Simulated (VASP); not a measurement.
**Al3GaN4: single point with PBEsol**

Crystal: Al3GaN4.

```
Al Ga N
1.0
     4.49526   -0.16152   -0.16152
    -0.16152    4.49526   -0.16152
    -0.16152   -0.16152    4.49526
Al Ga N
3 1 4
Direct
  0.50000 0.50000 0.00000
  0.50000 0.00000 0.50000
  0.00000 0.50000 0.50000
  0.00000 0.00000 0.00000
  0.74471 0.74471 0.25529
  0.74471 0.25529 0.74471
  0.25529 0.74471 0.74471
  0.25529 0.25529 0.25529
```

```yaml
Program: VASP 6.6.1
Task: single point
Functional: PBEsol
Potentials_or_basis: VASP PAW PBE potentials, release 64 (Al, Ga_d, N)
Cutoff: 520 eV
k_mesh: 6 × 6 × 6
Occupations: gaussian, width 0.05 eV
Spin: no spin polarisation
```

```yaml
Pressure: -6.7 GPa
Largest_force: 1.423 eV/Å
Band_gap_on_the_k_mesh: 2.53 eV
```

Forces on the atoms (eV/Å):
```
Al  -0.752 -0.752 -0.877
Al  -0.752 -0.877 -0.752
Al  -0.877 -0.752 -0.752
Ga  -0.778 -0.778 -0.778
N    0.784  0.784  0.892
N    0.784  0.892  0.784
N    0.892  0.784  0.784
N    0.699  0.699  0.699
```

Stress tensor (GPa, compression positive):
```
-6.75 14.67 14.67
14.67 -6.75 14.67
14.67 14.67 -6.75
```

Levels at points of the mesh, in eV from the valence-band top:
| k point | band 19 | band 20 | band 21 | band 22 | band 23 | band 24 |
| --- | --- | --- | --- | --- | --- | --- |
| (0.00, 0.00, 0.00) | -0.35 | -0.35 | 0.00 | 2.53 | 2.89 | 2.89 |
| (0.50, 0.00, 0.00) | -1.46 | -1.06 | -0.82 | 4.83 | 4.90 | 5.53 |
| (0.50, 0.50, 0.00) | -0.93 | -0.66 | -0.52 | 6.11 | 6.87 | 6.91 |
| (0.50, 0.50, 0.50) | -0.55 | -0.55 | -0.38 | 4.52 | 5.85 | 6.40 |

Run time: 3.1 min on 1 thread of AMD EPYC 7R13, on a shared host, peak memory 0.22 GiB.

Caveat: the cell stands under tension; the PAW data sets were made with another functional, which shifts forces and pressure a little.
